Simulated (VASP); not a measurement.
# LiPb2 (P6/mmm) in VASP: notebook

The runs below take LiPb2 through single point, relaxation of cell and atoms, with PBE.

Everything below comes from runs of VASP 6.6.1. Logs are shortened: lines on timing, memory, paths and dates and some standing lists are left out, and cuts for length are marked.

### Step 1. The cell of the first run

Symmetry: P6/mmm, No. 191, hexagonal system. The conventional cell has a = 3.427 Å, b = 3.427 Å, c = 8.894 Å, α = 90.00°, β = 90.00°, γ = 120.00°. Li (site symmetry 6/mmm) has 2 Pb at 2.85 Å and 6 Li at 3.43 Å within 3.8 Å. Within 3.8 Å of Pb (site symmetry 6mm) lie 1 Li at 2.85 Å and 7 Pb at 3.19 to 3.43 Å.

### Step 2. Single point, PBE

Contents of INCAR:

```
  PREC = Accurate
  ENCUT = 520
  EDIFF = 1E-6
  ISMEAR = 0
  SIGMA = 0.1
  LREAL = F
  LASPH = T
  NELM = 100
  ALGO = Normal
  ISIF = 2
  LWAVE = F
  LCHARG = T
  GGA = PE
  LELF = T
  LVHAR = T
  NBANDS = 22
```

Contents of KPOINTS:

```
regular mesh
0
Gamma
  18 18 6
```

Contents of POSCAR:

```
LiPb2
1.0
    3.4272331715      0.0000000000      0.0000000000
   -1.7136165858      2.9680709912      0.0000000000
    0.0000000000      0.0000000000      8.8935290029
Li Pb
1 2
Direct
    0.0000000000      0.0000000000      0.0000000000
    0.0000000000      0.0000000000      0.3206157674
    0.0000000000      0.0000000000      0.6793842326
```

Potentials or basis: VASP PAW PBE potentials, release 64 (Li_sv, Pb_d).

The run is started by

```
$ cat potpaw_PBE.64/Li_sv/POTCAR potpaw_PBE.64/Pb_d/POTCAR > POTCAR
$ mpirun -np 1 vasp_std > vasp.out
```

OUTCAR:

```text
PREC = Accurate
   ENCUT = 520
   EDIFF = 1E-6
   ISMEAR = 0
   LREAL = F
   LASPH = T
   NELM = 100
   ISIF = 2
   GGA = PE

 ion  position               nearest neighbor table
   1  0.000  0.000  0.000-   2 2.85   3 2.85
   2  0.000  0.000  0.321-   1 2.85   3 3.19
   3  0.000  0.000  0.679-   1 2.85   2 3.19

  LATTYP: Found a hexagonal cell.
 ALAT       =     3.4272331715
 C/A-ratio  =     2.5949588364

  Lattice vectors:

 A1 = (   3.4272331715,   0.0000000000,   0.0000000000)
 A2 = (  -1.7136165858,   2.9680709912,   0.0000000000)
 A3 = (   0.0000000000,   0.0000000000,   8.8935290029)

Analysis of symmetry for initial positions (statically):
=====================================================================
 Subroutine PRICEL returns:
 Original cell was already a primitive cell.

 Routine SETGRP: Setting up the symmetry group for a
 hexagonal supercell.

 Subroutine GETGRP returns: Found 24 space group operations
 (whereof 24 operations were pure point group operations)
 out of a pool of 24 trial point group operations.

The static configuration has the point symmetry D_6h.

Analysis of symmetry for dynamics (positions and initial velocities):
=====================================================================
 Subroutine PRICEL returns:
 Original cell was already a primitive cell.

 Routine SETGRP: Setting up the symmetry group for a
 hexagonal supercell.

 Subroutine GETGRP returns: Found 24 space group operations
 (whereof 24 operations were pure point group operations)
 out of a pool of 24 trial point group operations.

The dynamic configuration has the point symmetry D_6h.

 Subroutine INISYM returns: Found 24 space group operations
 (whereof 24 operations are pure point group operations),
 and found     1 'primitive' translations

----------------------------------------------------------------------------------------

                                     Primitive cell

  volume of cell :      90.4674

  direct lattice vectors                    reciprocal lattice vectors
     3.427233172  0.000000000  0.000000000     0.291780556  0.168459583  0.000000000
    -1.713616586  2.968070991  0.000000000     0.000000000  0.336919165  0.000000000
     0.000000000  0.000000000  8.893529003     0.000000000  0.000000000  0.112441304

  length of vectors
     3.427233172  3.427233172  8.893529003     0.336919165  0.336919165  0.112441304

  position of ions in fractional coordinates (direct lattice)
     0.000000000  0.000000000  0.000000000
     0.000000000  0.000000000  0.320615767
     0.000000000  0.000000000  0.679384233

  ion indices of the primitive-cell ions
   primitive index   ion index
                 1           1
                 2           2
                 3           3

----------------------------------------------------------------------------------------

 KPOINTS: regular mesh

Automatic generation of k-mesh.
 Grid dimensions read from file:
 generate k-points for:   18   18    6

 Generating k-lattice:

  Cartesian coordinates                     Fractional coordinates (reciprocal lattice)
     0.016210031  0.009358866  0.000000000     0.055555556  0.000000000  0.000000000
     0.000000000  0.018717731  0.000000000     0.000000000  0.055555556  0.000000000
     0.000000000  0.000000000  0.018740217     0.000000000  0.000000000  0.166666667

  Length of vectors
     0.018717731  0.018717731  0.018740217

  Shift w.r.t. Gamma in fractional coordinates (k-lattice)
     0.000000000  0.000000000  0.000000000

 Subroutine IBZKPT returns following result:
 ===========================================

 Found    148 irreducible k-points:

 Following reciprocal coordinates:
            Coordinates               Weight
  0.000000  0.000000  0.000000      1.000000
  0.055556 -0.000000  0.000000      6.000000
  0.111111 -0.000000  0.000000      6.000000
  0.166667 -0.000000  0.000000      6.000000
  0.222222 -0.000000  0.000000      6.000000
  0.277778  0.000000  0.000000      6.000000
[... 16 lines left out ...]
  0.333333  0.111111  0.000000     12.000000
  0.388889  0.111111  0.000000     12.000000
 [... further k-points ...]
   k-points           NKPTS =    148   k-points in BZ     NKDIM =    148   number of bands    NBANDS=     22
   number of dos      NEDOS =    301   number of ions     NIONS =      3
   total plane-waves  NPLWV =  54880
   dimension x,y,z NGX =    28 NGY =   28 NGZ =   70
   dimension x,y,z NGXF=    56 NGYF=   56 NGZF=  140
   ions per type =               1   2
   NGX,Y,Z   is equivalent  to a cutoff of  13.58, 13.58, 13.09 a.u.
   NGXF,Y,Z  is equivalent  to a cutoff of  27.16, 27.16, 26.17 a.u.
 SYSTEM =  unknown system
   PREC   = accura    normal or accurate (medium, high low for compatibility)
   ISTART =      0    job   : 0-new  1-cont  2-samecut
   ICHARG =      2    charge: 1-file 2-atom 10-const
   ISPIN  =      1    spin polarized calculation?
   LNONCOLLINEAR =      F non collinear calculations
   LSORBIT =      F    spin-orbit coupling
   LASPH  =      T    aspherical Exc in radial PAW
   ENCUT  =  520.0 eV  38.22 Ry    6.18 a.u.   6.37  6.37 16.54*2*pi/ulx,y,z
   NELM   =    100;   NELMIN=  2; NELMDL= -5     # of ELM steps
   EDIFF  = 0.1E-05   stopping-criterion for ELM
   LREAL  =      F    real-space projection
   EDIFFG = 0.1E-04   stopping-criterion for IOM
   NSW    =      0    number of steps for IOM
   IBRION =     -1    ionic relax: 0-MD 1-quasi-New 2-CG
   NFREE  =      0    steps in history (QN), initial steepest desc. (CG)
   ISIF   =      2    stress and relaxation
   ISYM   =      2    0-nonsym 1-usesym 2-fastsym
   POTIM  = 0.5000    time-step for ionic-motion
   TEBEG  =    0.0;   TEEND  =   0.0 temperature during run
   PSTRESS=    0.0 pullay stress
   NELECT =      31.0000    total number of electrons
   NUPDOWN=      -1.0000    fix difference up-down
   EMIN   =  10.00;   EMAX   =-10.00  energy-range for DOS
   EFERMI =   0.00;   METHOD = LEGACY
   ISMEAR =     0;   SIGMA  =   0.10  broadening in eV -4-tet -1-fermi 0-gaus
   EFERMI_NEDOS =   21; number of points for ismear=-14 and -15
   IALGO  =     38    algorithm
   IMIX   =      4    mixing-type and parameters
     AMIX     =   0.40;   BMIX     =  1.00
     AMIX_MAG =   1.60;   BMIX_MAG =  1.00
  volume/ion in A,a.u.               =      30.16       203.50
  Fermi-wavevector in a.u.,A,eV,Ry     =   1.145596  2.164862 17.856143  1.312390
  Thomas-Fermi vector in A             =   2.282283
   LORBIT       =      0    0 simple, 1 ext, 2 COOP (PROOUT), +10 PAW based schemes
   GGA     = PE    functional components
   LHFCALC =     F    Hartree Fock is set to
   AEXX    =    0.0000 exact exchange contribution
   IVDW    =     0    specifies the selected vdW correction
   LEPSILON=     F    determine dielectric tensor
   LRPA    =     F    only Hartree local field effects (RPA)
 non-spin polarized calculation
 Gauss-broadening in eV      SIGMA  =   0.10
  energy-cutoff  :      520.00
  volume of cell :       90.47
 maximum number of plane-waves:      2463
 NGX is ok and might be reduce to    28
   NGX = 13   NGY = 13   NGZ = 33

 number of electron      31.0000009 magnetization

 Free energy of the ion-electron system (eV)
  ---------------------------------------------------
  ext. energy  EPLUGINS =         0.00000000
  ---------------------------------------------------
  free energy    TOTEN  =        -8.80955153 eV

  energy without entropy =       -8.80065692  energy(sigma->0) =       -8.80510423

 E-fermi :   4.5238     XC(G=0):  -8.8492

 val. band max:        4.5226177287   @ k =   0.3333   0.2778   0.5000
 cond. band min:       4.5298757220   @ k =   0.2778   0.2778   0.5000
 fundamental gap:      0.0072579933
 Fermi energy:         4.5237756552

 k-point     1 :       0.0000    0.0000    0.0000
  band No.  band energies     occupation
      1     -42.5921      2.00000
      2     -12.4729      2.00000
      3     -12.3444      2.00000
      4     -12.3444      2.00000
      5     -12.3319      2.00000
      6     -12.3319      2.00000
[... 14 lines left out ...]
     21      13.1720      0.00000
     22      14.9234      0.00000

 k-point     2 :       0.0556   -0.0000    0.0000
  band No.  band energies     occupation
      1     -42.5920      2.00000
      2     -12.4679      2.00000
      3     -12.3460      2.00000
      4     -12.3358      2.00000
      5     -12.3337      2.00000
      6     -12.3235      2.00000
[... 14 lines left out ...]
     21      13.2292      0.00000
     22      14.4723      0.00000

 k-point     3 :       0.1111   -0.0000    0.0000
  band No.  band energies     occupation
      1     -42.5918      2.00000
      2     -12.4550      2.00000
      3     -12.3492      2.00000
      4     -12.3405      2.00000
      5     -12.3110      2.00000
      6     -12.2992      2.00000
[... 14 lines left out ...]
     21      13.3903      0.00000
     22      13.5558      0.00000

 k-point     4 :       0.1667   -0.0000    0.0000
  band No.  band energies     occupation
      1     -42.5914      2.00000
      2     -12.4417      2.00000
      3     -12.3532      2.00000
      4     -12.3483      2.00000
      5     -12.2728      2.00000
      6     -12.2616      2.00000
[... 14 lines left out ...]
     21      12.4803      0.00000
     22      13.4166      0.00000

 k-point     5 :       0.2222   -0.0000    0.0000
  band No.  band energies     occupation
      1     -42.5909      2.00000
      2     -12.4385      2.00000
      3     -12.3705      2.00000
      4     -12.3350      2.00000
      5     -12.2276      2.00000
      6     -12.2255      2.00000
[... 417 lines left out ...]
 k-point    22 :       0.2778    0.1111    0.0000
  band No.  band energies     occupation
      1     -42.5898      2.00000
      2     -12.4262      2.00000
      3     -12.3766      2.00000
      4     -12.2992      2.00000
      5     -12.2842      2.00000
      6     -12.1941      2.00000
[... 14 lines left out ...]
     21       9.8463      0.00000
     22      11.5232      0.00000

 k-point    23 :       0.3333    0.1111    0.0000
  band No.  band energies     occupation
      1     -42.5895      2.00000
      2     -12.4371      2.00000
      3     -12.3884      2.00000
      4     -12.3034      2.00000
      5     -12.2695      2.00000
      6     -12.2007      2.00000
[... 14 lines left out ...]
     21       9.5136      0.00000
     22      11.2908      0.00000

 k-point    24 :       0.3889    0.1111    0.0000
  band No.  band energies     occupation
      1     -42.5892      2.00000
      2     -12.4447      2.00000
      3     -12.3964      2.00000
      4     -12.3158      2.00000
      5     -12.2491      2.00000
      6     -12.2050      2.00000
[... 14 lines left out ...]
     21       9.5406      0.00000
     22      11.1164      0.00000

 [... further k-points ...]
[... 5 lines left out ...]
  --------------------------------------------------------------------------------------
  -------------------------------------------------------------------------------------
  Total       -0.0459698     -0.0459698     -0.0338584      0.0000000     -0.0000000      0.0000000
  in kB       -0.8141250     -0.8141250     -0.5996318      0.0000000     -0.0000000      0.0000000
  external PRESSURE =      -0.7426272 kB  Pullay stress =       0.0000000 kB

 VOLUME and BASIS-vectors are now :
 -----------------------------------------------------------------------------
  energy-cutoff  :      520.00
  volume of cell :       90.47
      direct lattice vectors                 reciprocal lattice vectors
     3.427233172  0.000000000  0.000000000     0.291780556  0.168459583  0.000000000
    -1.713616586  2.968070991  0.000000000     0.000000000  0.336919165  0.000000000
     0.000000000  0.000000000  8.893529003     0.000000000  0.000000000  0.112441304

 POSITION                                       TOTAL-FORCE (eV/Angst)
 -----------------------------------------------------------------------------------
      0.00000      0.00000      0.00000         0.000000      0.000000      0.000000
      0.00000      0.00000      2.85141        -0.000000      0.000000      0.003805
      0.00000      0.00000      6.04212        -0.000000     -0.000000     -0.003805
 -----------------------------------------------------------------------------------
    total drift:                               -0.000000      0.000000      0.000000

  FREE ENERGIE OF THE ION-ELECTRON SYSTEM (eV)
  ---------------------------------------------------
  free  energy   TOTEN  =        -8.8095515348 eV

  energy  without entropy=       -8.8006569196  energy(sigma->0) =       -8.80510423
```

Run time: 2.6 min. Hardware: 1 thread of AMD EPYC 9R45 (Zen 5), shared host; peak memory 0.37 GiB.

Results:

| Property | Result |
| --- | --- |
| Free energy | -8.8096 eV |
| Largest force | 0.004 eV/Å |

Forces in eV/Å, atoms in the order of the input:
```
Li   0.000  0.000  0.000
Pb   0.000  0.000  0.004
Pb   0.000  0.000 -0.004
```

Caveat: the cutoff is under 1.25 times the usual one of these potentials, so pressure, stress and relaxed cells hold a basis-set (Pulay) error; spin-orbit coupling is left out, which moves the levels of the heavy elements.

[end of part 1 of 2]
